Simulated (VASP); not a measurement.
# SnO in VASP: single point with PBE+D3(BJ)

Aim: the single point of SnO with PBE+D3(BJ).

Program: VASP 6.6.1. These are calculated values, not measurements. Logs are shortened: lines on timing, memory, paths and dates and some standing lists are left out, and cuts for length are marked.

## Step 1: The cell of the first run

The cell holds a slab with vacuum, 8 atoms: a = 3.820 Å, b = 3.820 Å, c = 22.226 Å, α = 90.00°, β = 90.00°, γ = 90.00°.

## Step 2: Single point, PBE+D3(BJ) (layers slid over each other)

The input, INCAR:

```
PREC = Accurate ; ENCUT = 520
EDIFF = 1E-6 ; ISMEAR = 0
SIGMA = 0.05 ; LREAL = False
LASPH = True ; NELM = 60
ALGO = Normal ; ISIF = 2
LWAVE = False ; LCHARG = False
LDIPOL = True ; IDIPOL = 3
DIPOL = 0.5 0.5 0.399 ; GGA = PE
IVDW = 12 ; NBANDS = 50
```

The input, KPOINTS:

```
regular mesh
0
Gamma
  7 7 1
```

The input, POSCAR:

```
SnO
1.0
    3.8201526697      0.0002954396      0.0000000000
   -0.0003145245      3.8201526682      0.0000000000
    0.0000000000      0.0000000000     22.2260755522
Sn O
4 4
Direct
    0.9999453086      0.9999453086      0.2024648926
    0.4999453086      0.4999453086      0.3087831570
    0.4999453086      0.6249453086      0.4887519504
    0.9999453086      1.1249453086      0.5950702148
    0.9999461247      0.4999461247      0.2556240248
    0.4999461247      0.9999461247      0.2556240248
    0.4999444925      1.1249444925      0.5419110826
    0.9999444925      0.6249444925      0.5419110826
```

Potentials or basis: VASP PAW PBE potentials, release 64 (Sn_d, O).

Started as:

```console
cat potpaw_PBE.64/Sn_d/POTCAR potpaw_PBE.64/O/POTCAR > POTCAR
mpirun -np 1 vasp_std > vasp.out
```

OUTCAR:

```text
PREC = Accurate
   ENCUT = 520
   EDIFF = 1E-6
   ISMEAR = 0
   LREAL = False
   LASPH = True
   NELM = 60
   ISIF = 2
   GGA = PE
   IVDW = 12
 IVDW          = 12

 ion  position               nearest neighbor table
   1  1.000  1.000  0.202-   6 2.25   5 2.25   6 2.25   5 2.25   2 3.59   2 3.59   2 3.59   2 3.59

   2  0.500  0.500  0.309-   5 2.25   6 2.25   5 2.25   6 2.25   1 3.59   1 3.59   1 3.59   1 3.59

   3  0.500  0.625  0.489-   8 2.25   7 2.25   8 2.25   7 2.25   4 3.59   4 3.59   4 3.59   4 3.59

   4  1.000  0.125  0.595-   7 2.25   8 2.25   7 2.25   8 2.25   3 3.59   3 3.59   3 3.59   3 3.59

   5  1.000  0.500  0.256-   2 2.25   1 2.25   2 2.25   1 2.25
   6  0.500  1.000  0.256-   1 2.25   2 2.25   1 2.25   2 2.25
   7  0.500  0.125  0.542-   4 2.25   3 2.25   4 2.25   3 2.25
   8  1.000  0.625  0.542-   3 2.25   4 2.25   3 2.25   4 2.25

  LATTYP: Found a simple tetragonal cell.
 ALAT       =     3.8201526811
 C/A-ratio  =     5.8181118420

  Lattice vectors:

 A1 = (   3.8201526697,   0.0002954396,   0.0000000000)
 A2 = (  -0.0003145245,   3.8201526682,   0.0000000000)
 A3 = (   0.0000000000,   0.0000000000,  22.2260755522)

Analysis of symmetry for initial positions (statically):
=====================================================================
 Subroutine PRICEL returns:
 Original cell was already a primitive cell.

 Routine SETGRP: Setting up the symmetry group for a
 simple tetragonal supercell.

 Subroutine GETGRP returns: Found  4 space group operations
 (whereof  1 operations were pure point group operations)
 out of a pool of 16 trial point group operations.

The static configuration has the point symmetry C_1 .
 The point group associated with its full space group is C_2h.

Analysis of symmetry for dynamics (positions and initial velocities):
=====================================================================
 Subroutine PRICEL returns:
 Original cell was already a primitive cell.

 Routine SETGRP: Setting up the symmetry group for a
 simple tetragonal supercell.

 Subroutine GETGRP returns: Found  4 space group operations
 (whereof  1 operations were pure point group operations)
 out of a pool of 16 trial point group operations.

The dynamic configuration has the point symmetry C_1 .
 The point group associated with its full space group is C_2h.

 Subroutine INISYM returns: Found  4 space group operations
 (whereof  1 operations are pure point group operations),
 and found     1 'primitive' translations

----------------------------------------------------------------------------------------

                                     Primitive cell

  volume of cell :     324.3577

  direct lattice vectors                    reciprocal lattice vectors
     3.820152670  0.000295440  0.000000000     0.261769641  0.000021552  0.000000000
    -0.000314525  3.820152668  0.000000000    -0.000020245  0.261769641  0.000000000
     0.000000000  0.000000000 22.226075552     0.000000000  0.000000000  0.044992198

  length of vectors
     3.820152681  3.820152681 22.226075552     0.261769642  0.261769642  0.044992198

  position of ions in fractional coordinates (direct lattice)
     0.999945309  0.999945309  0.202464893
     0.499945309  0.499945309  0.308783157
     0.499945309  0.624945309  0.488751950
     0.999945309  0.124945309  0.595070215
     0.999946125  0.499946125  0.255624025
     0.499946125  0.999946125  0.255624025
     0.499944492  0.124944492  0.541911083
     0.999944492  0.624944492  0.541911083

  ion indices of the primitive-cell ions
   primitive index   ion index
                 1           1
                 2           2
                 3           3
                 4           4
                 5           5
                 6           6
                 7           7
                 8           8

----------------------------------------------------------------------------------------

 KPOINTS: regular mesh

Automatic generation of k-mesh.
 Grid dimensions read from file:
 generate k-points for:    7    7    1

 Generating k-lattice:

  Cartesian coordinates                     Fractional coordinates (reciprocal lattice)
     0.037395663  0.000003079  0.000000000     0.142857143  0.000000000  0.000000000
    -0.000002892  0.037395663  0.000000000     0.000000000  0.142857143  0.000000000
     0.000000000  0.000000000  0.044992198     0.000000000  0.000000000  1.000000000

  Length of vectors
     0.037395663  0.037395663  0.044992198

  Shift w.r.t. Gamma in fractional coordinates (k-lattice)
     0.000000000  0.000000000  0.000000000

 Subroutine IBZKPT returns following result:
 ===========================================

 Found     16 irreducible k-points:

 Following reciprocal coordinates:
            Coordinates               Weight
  0.000000  0.000000  0.000000      1.000000
  0.142857 -0.000000  0.000000      2.000000
  0.000000  0.142857  0.000000      2.000000
  0.285714  0.000000  0.000000      2.000000
 -0.000000  0.285714  0.000000      2.000000
  0.428571 -0.000000  0.000000      2.000000
[... 8 lines left out ...]
 -0.285714  0.428571  0.000000      4.000000
  0.428571  0.428571  0.000000      4.000000
   k-points           NKPTS =     16   k-points in BZ     NKDIM =     16   number of bands    NBANDS=     50
   number of dos      NEDOS =    301   number of ions     NIONS =      8
   total plane-waves  NPLWV = 131712
   dimension x,y,z NGX =    28 NGY =   28 NGZ =  168
   dimension x,y,z NGXF=    56 NGYF=   56 NGZF=  336
   ions per type =               4   4
   NGX,Y,Z   is equivalent  to a cutoff of  12.19, 12.19, 12.57 a.u.
   NGXF,Y,Z  is equivalent  to a cutoff of  24.37, 24.37, 25.13 a.u.
 SYSTEM =  unknown system
   PREC   = accura    normal or accurate (medium, high low for compatibility)
   ISTART =      0    job   : 0-new  1-cont  2-samecut
   ICHARG =      2    charge: 1-file 2-atom 10-const
   ISPIN  =      1    spin polarized calculation?
   LNONCOLLINEAR =      F non collinear calculations
   LSORBIT =      F    spin-orbit coupling
   LASPH  =      T    aspherical Exc in radial PAW
   ENCUT  =  520.0 eV  38.22 Ry    6.18 a.u.   7.10  7.10 41.33*2*pi/ulx,y,z
   NELM   =     60;   NELMIN=  2; NELMDL= -5     # of ELM steps
   EDIFF  = 0.1E-05   stopping-criterion for ELM
   LREAL  =      F    real-space projection
   EDIFFG = 0.1E-04   stopping-criterion for IOM
   NSW    =      0    number of steps for IOM
   IBRION =     -1    ionic relax: 0-MD 1-quasi-New 2-CG
   NFREE  =      0    steps in history (QN), initial steepest desc. (CG)
   ISIF   =      2    stress and relaxation
   ISYM   =      2    0-nonsym 1-usesym 2-fastsym
   POTIM  = 0.5000    time-step for ionic-motion
   TEBEG  =    0.0;   TEEND  =   0.0 temperature during run
   PSTRESS=    0.0 pullay stress
   NELECT =      80.0000    total number of electrons
   NUPDOWN=      -1.0000    fix difference up-down
   EMIN   =  10.00;   EMAX   =-10.00  energy-range for DOS
   EFERMI =   0.00;   METHOD = LEGACY
   ISMEAR =     0;   SIGMA  =   0.05  broadening in eV -4-tet -1-fermi 0-gaus
   EFERMI_NEDOS =   21; number of points for ismear=-14 and -15
   IALGO  =     38    algorithm
   IMIX   =      4    mixing-type and parameters
     AMIX     =   0.40;   BMIX     =  1.00
     AMIX_MAG =   1.60;   BMIX_MAG =  1.00
  volume/ion in A,a.u.               =      40.54       273.61
  Fermi-wavevector in a.u.,A,eV,Ry     =   1.026668  1.940121 14.341186  1.054047
  Thomas-Fermi vector in A             =   2.160573
   LORBIT       =      0    0 simple, 1 ext, 2 COOP (PROOUT), +10 PAW based schemes
   GGA     = PE    functional components
   LHFCALC =     F    Hartree Fock is set to
   AEXX    =    0.0000 exact exchange contribution
   IVDW    =    12    specifies the selected vdW correction
   LEPSILON=     F    determine dielectric tensor
   LRPA    =     F    only Hartree local field effects (RPA)
 non-spin polarized calculation
 Gauss-broadening in eV      SIGMA  =   0.05
  energy-cutoff  :      520.00
  volume of cell :      324.36
 maximum number of plane-waves:      8769
   NGX = 15   NGY = 15   NGZ = 83

 dipolmoment           0.000000      0.000000     -0.000002 electrons x Angstroem

 number of electron      79.9999970 magnetization

 dipolmoment           0.000000      0.000000      0.000000 electrons x Angstroem

 Free energy of the ion-electron system (eV)
  ---------------------------------------------------
  ext. energy  EPLUGINS =         0.00000000
  ---------------------------------------------------
  free energy    TOTEN  =       -45.08787024 eV

  energy without entropy =      -45.08787024  energy(sigma->0) =      -45.08787024

 E-fermi :   0.1856     XC(G=0):  -5.2853

 val. band max:       -0.1030960441   @ k =   0.1429   0.1429   0.0000
 cond. band min:       2.1273799781   @ k =   0.4286  -0.0000   0.0000
 fundamental gap:      2.2304760222
 Fermi energy:         0.1855939279

 k-point     1 :       0.0000    0.0000    0.0000
  band No.  band energies     occupation
      1     -21.0363      2.00000
      2     -21.0362      2.00000
      3     -20.6758      2.00000
      4     -20.6757      2.00000
      5     -20.6401      2.00000
      6     -20.6397      2.00000
[... 42 lines left out ...]
     49       5.2230      0.00000
     50       5.2618      0.00000

 k-point     2 :       0.1429   -0.0000    0.0000
  band No.  band energies     occupation
      1     -21.0274      2.00000
      2     -21.0273      2.00000
      3     -20.6767      2.00000
      4     -20.6764      2.00000
      5     -20.6413      2.00000
      6     -20.6405      2.00000
[... 42 lines left out ...]
     49       5.4012      0.00000
     50       5.4986      0.00000

 k-point     3 :       0.0000    0.1429    0.0000
  band No.  band energies     occupation
      1     -21.0274      2.00000
      2     -21.0273      2.00000
      3     -20.6767      2.00000
      4     -20.6764      2.00000
      5     -20.6416      2.00000
      6     -20.6404      2.00000
[... 42 lines left out ...]
     49       5.4386      0.00000
     50       5.4879      0.00000

 k-point     4 :       0.2857    0.0000    0.0000
  band No.  band energies     occupation
      1     -21.0027      2.00000
      2     -21.0024      2.00000
      3     -20.7740      2.00000
      4     -20.7730      2.00000
      5     -20.6452      2.00000
      6     -20.6445      2.00000
[... 575 lines left out ...]
 k-point    15 :      -0.2857    0.4286    0.0000
  band No.  band energies     occupation
      1     -20.9724      2.00000
      2     -20.9716      2.00000
      3     -20.9306      2.00000
      4     -20.9296      2.00000
      5     -20.6411      2.00000
      6     -20.6407      2.00000
[... 42 lines left out ...]
     49       5.7093      0.00000
     50       6.1460      0.00000

 k-point    16 :       0.4286    0.4286    0.0000
  band No.  band energies     occupation
      1     -20.9784      2.00000
      2     -20.9775      2.00000
      3     -20.9646      2.00000
      4     -20.9636      2.00000
      5     -20.6427      2.00000
      6     -20.6423      2.00000
[... 42 lines left out ...]
     49       5.8883      0.00000
     50       6.0727      0.00000

------------------------ aborting loop because EDIFF is reached ----------------------------------------

 vacuum level on the upper side and lower side of the slab       (xc-potential included)        -0.142        -0.142

 Edisp (eV)   -1.25364

 E8    (eV) :    -0.5539

  FORCE on cell =-STRESS in cart. coord.  units (eV):
  Direction    XX          YY          ZZ          XY          YZ          ZX
  --------------------------------------------------------------------------------------
  -------------------------------------------------------------------------------------
  Total       0.32748     0.35367     0.84286    -0.00000     0.31729    -0.00003
  in kB       1.61759     1.74698     4.16334    -0.00002     1.56725    -0.00013
  external pressure =        2.51 kB  Pullay stress =        0.00 kB

 VOLUME and BASIS-vectors are now :
 -----------------------------------------------------------------------------
  energy-cutoff  :      520.00
  volume of cell :      324.36
      direct lattice vectors                 reciprocal lattice vectors
     3.820152670  0.000295440  0.000000000     0.261769641  0.000021552  0.000000000
    -0.000314525  3.820152668  0.000000000    -0.000020245  0.261769641  0.000000000
     0.000000000  0.000000000 22.226075552     0.000000000  0.000000000  0.044992198

 POSITION                                       TOTAL-FORCE (eV/Angst)
 -----------------------------------------------------------------------------------
      3.81963      3.82024      4.50000         0.000000     -0.005901     -0.083086
      1.90971      1.91002      6.86304         0.000003     -0.038251     -0.049893
      1.90967      2.38753     10.86304        -0.000003      0.038251      0.049893
      3.81990      0.47761     13.22608        -0.000000      0.005901      0.083086
      3.81979      1.91017      5.68152        -0.000001      0.011799     -0.005298
      1.90956      3.82009      5.68152         0.000002     -0.029535     -0.005781
      1.90982      0.47745     12.04456        -0.000002      0.029535      0.005781
      3.81974      2.38768     12.04456         0.000001     -0.011799      0.005298
 -----------------------------------------------------------------------------------
    total drift:                               -0.000003     -0.000003      0.000001

  FREE ENERGIE OF THE ION-ELECTRON SYSTEM (eV)
  ---------------------------------------------------
  free  energy   TOTEN  =       -46.3415054159 eV

  energy  without entropy=      -46.3415054159  energy(sigma->0) =      -46.34150542

 vacuum level on the upper side and lower side of the slab         4.818         4.818
```

It took 3.9 min on 1 thread of Intel Xeon 6975P-C (Granite Rapids), shared host; peak memory 0.43 GiB.

Results:

* Free energy: -46.3415 eV
* Largest force: 0.083 eV/Å
* Band gap on the k mesh: 2.23 eV (least direct gap 2.47 eV)
* Dispersion energy per atom: -0.157 eV

Forces on the atoms (eV/Å):
```
Sn   0.000 -0.006 -0.083
Sn   0.000 -0.038 -0.050
Sn   0.000  0.038  0.050
Sn   0.000  0.006  0.083
O    0.000  0.012 -0.005
O    0.000 -0.030 -0.006
O    0.000  0.030  0.006
O    0.000 -0.012  0.005
```

Caveat: the cell differs from its parent crystal (layers slid over each other); spin-orbit coupling is left out, which moves the levels of the heavy elements.
